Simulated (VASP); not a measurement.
Here is a VASP 6.6.1 calculation.

The input INCAR:

```
SYSTEM = GaN
ALGO     = Normal         ! electronic algorithm
EDIFF    = 1E-7           ! SCF threshold, eV
ENCUT    = 520            ! plane-wave cutoff, eV
GGA      = PE             ! functional
ISIF     = 2              ! what is computed and relaxed
ISMEAR   = 0              ! smearing method
LASPH    = .True.         ! aspherical terms in the spheres
LCHARG   = .False.        ! write CHGCAR
LREAL    = .False.        ! projectors in reciprocal space
LWAVE    = .False.        ! write WAVECAR
NBANDS   = 16             ! bands
NELM     = 100            ! most SCF steps
PREC     = Accurate       ! precision mode
SIGMA    = 0.01           ! smearing width, eV
```

The input KPOINTS:

```
k-points
0
Gamma
  8 8 8
  0 0 0
```

The input POSCAR:

```
GaN
1.0
    0.0000000000      2.2512057904      2.2512057904
    2.2512057904      0.0000000000      2.2512057904
    2.2512057904      2.2512057904      0.0000000000
Ga N
1 1
Direct
    0.0000000000      0.0000000000      0.0000000000
    0.2500000000      0.2500000000      0.2500000000
```

Potentials or basis: VASP PAW PBE potentials, release 64 (Ga_d, N).

The run is started by

```bash
$ cat potpaw_PBE.64/Ga_d/POTCAR potpaw_PBE.64/N/POTCAR > POTCAR
$ mpirun -np 1 vasp_std > vasp.out
```

Task: What does it give for the band gap on the k mesh?

Result: 1.74 eV, direct.

Task: Estimate the pressure.

Result: 5.6 GPa.
